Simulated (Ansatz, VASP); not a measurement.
**PbSe in VASP and in Ansatz**

Contents of INCAR:

```
SYSTEM = PbSe
PREC = Accurate ; ENCUT = 520
EDIFF = 1E-6 ; ISMEAR = -1
SIGMA = 0.05 ; LREAL = .FALSE.
LASPH = .TRUE. ; NELM = 100
ALGO = Normal ; ISIF = 2
LWAVE = .FALSE. ; LCHARG = .TRUE.
GGA = RP ; IVDW = 13
LELF = .TRUE. ; LVHAR = .TRUE.
NBANDS = 17
```

File KPOINTS:

```
regular mesh
0
G
  8 8 8
  0 0 0
```

POSCAR

```
PbSe
1.0
    0.0000000000      2.9981702236      2.9981702236
    2.9981702236      0.0000000000      2.9981702236
    2.9981702236      2.9981702236      0.0000000000
Pb Se
1 1
Direct
    0.0000000000      0.0000000000      0.0000000000
    0.5000000000      0.5000000000      0.5000000000
```

The input input.yaml:

```yaml
crystal:
  lattice:
    - [0.0, 2.9981702236, 2.9981702236]
    - [2.9981702236, 0.0, 2.9981702236]
    - [2.9981702236, 2.9981702236, 0.0]
  atoms:
    - { symbol: Pb, position: [0.0, 0.0, 0.0] }
    - { symbol: Se, position: [0.5, 0.5, 0.5] }
hamiltonian:
  xc: rpbe
  pseudopotentials: { kind: paw }
  dispersion: d4
kpoints:
  mp_grid: { grid: [8, 8, 8] }
scf:
  occupations: { method: fermi_dirac, width: 0.05 }
output:
  forces: true
  stress: true
  eigenvalues: true
  write_density: true
  write_potential: true
  elf: true
  volumetric_format: npy
```

Alike in both runs: task single point; functional RPBE; dispersion D4; k mesh 8 × 8 × 8; occupations fermi-dirac, width 0.05 eV; no spin polarisation.

```csv
,VASP,Ansatz
version,VASP 6.6.1,Ansatz 0.2.0
potentials or method,"VASP PAW PBE potentials, release 64 (Pb_d, Se)",Ansatz PAW
plane-wave cutoff (eV),520,420
valence electrons in the cell,20,30
```

|  | VASP | Ansatz | Ansatz less VASP |
| --- | --- | --- | --- |
| gap on the k mesh at the Fermi level (eV) | 0.14 | 0.14 | -0.006 |
| least direct gap on the mesh (eV) | 0.14 | 0.14 | -0.006 |
| pressure (GPa) | 3.9 | 3.9 | +0.02 |

VASP's potentials were made for PBE, not for RPBE. VASP's potentials hold 20 valence electrons a cell and Ansatz's 30, so a difference there can come from the potentials and not from the codes.

Spin-orbit coupling is off throughout.
